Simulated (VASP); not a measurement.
Wanted: the native input for a VASP 6.6.1 run.

```
Task                   : single point
Functional             : LDA
Potentials or basis    : VASP PAW LDA potentials, release 64 (Ga_d, N)
Cutoff                 : 520 eV
k mesh                 : 6 × 6 × 4
Occupations            : gaussian, width 0.01 eV
Spin                   : no spin polarisation
Dipole correction      : no
Further INCAR settings : ALGO = Normal; EDIFF = 1e-06; NBANDS = 26
```

The structure of GaN lies in POSCAR:

```
GaN
1.0
    3.1831494054      0.0000000000      0.0000000000
   -1.5915747027      2.7566882491      0.0000000000
    0.0000000000      0.0000000000      5.1836254809
Ga N
2 2
Direct
    0.3333333333      0.6666666667     -0.0008868069
    0.6666666667      0.3333333333      0.4991131931
    0.3333333333      0.6666666667      0.3758868069
    0.6666666667      0.3333333333      0.8758868069
```

The input as run:

INCAR

```
PREC = Accurate
ENCUT = 520
EDIFF = 1E-6
ISMEAR = 0
SIGMA = 0.01
LREAL = F
LASPH = T
NELM = 100
ALGO = Normal
ISIF = 2
LWAVE = F
LCHARG = F
NBANDS = 26
```

KPOINTS

```
Automatic mesh
0
Gamma
  6 6 4
```

Potentials or basis: VASP PAW LDA potentials, release 64 (Ga_d, N).

Launch:

```console
$ cat potpaw_LDA.64/Ga_d/POTCAR potpaw_LDA.64/N/POTCAR > POTCAR
$ mpirun -np 1 vasp_std > vasp.out
```

Results of the run:

| Property | Result |
| --- | --- |
| Pressure | -4.4 GPa |
| Largest force | 0.007 eV/Å |
| Band gap on the k mesh | 1.95 eV, direct |

It took 26 s on 1 thread of Intel Xeon 8259CL, with other jobs on the host, peak memory 0.15 GiB.
